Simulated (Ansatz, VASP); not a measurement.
**MgS in VASP and in Ansatz**

```xyz
2
Lattice="0.0000 2.6016 2.6016 2.6016 0.0000 2.6016 2.6016 2.6016 0.0000" Properties=species:S:1:pos:R:3 pbc="T T T"
S     2.6016    2.6016    2.6016
Mg    0.0000    0.0000    0.0000
```

Alike in both runs: functional r2SCAN; dispersion rVV10; k mesh 9 × 9 × 9; occupations fermi-dirac, width 0.1 eV; no spin polarisation.

|  | VASP | Ansatz |
| --- | --- | --- |
| version | VASP 6.6.1 | Ansatz 0.2.0 |
| potentials or method | VASP PAW PBE potentials, release 64 (S, Mg) | Ansatz NC |
| plane-wave cutoff (eV) | 520 | 1143 |
| valence electrons in the cell | 8 | 16 |
| task | single point | band structure |

|  | VASP | Ansatz | Ansatz less VASP |
| --- | --- | --- | --- |
| gap on the k mesh at the Fermi level (eV) | 3.54 | 3.57 | +0.032 |
| least direct gap on the mesh (eV) | 4.58 | 4.60 | +0.021 |

VASP's potentials were made for PBE, not for r2SCAN. VASP's potentials hold 8 valence electrons a cell and Ansatz's 16, so a difference there can come from the potentials and not from the codes.

Noted on Ansatz's run: the rVV10 pressure on norm-conserving files is uncertain; the k mesh misses the band edges, so the gap on the mesh is wider than the one along the path.
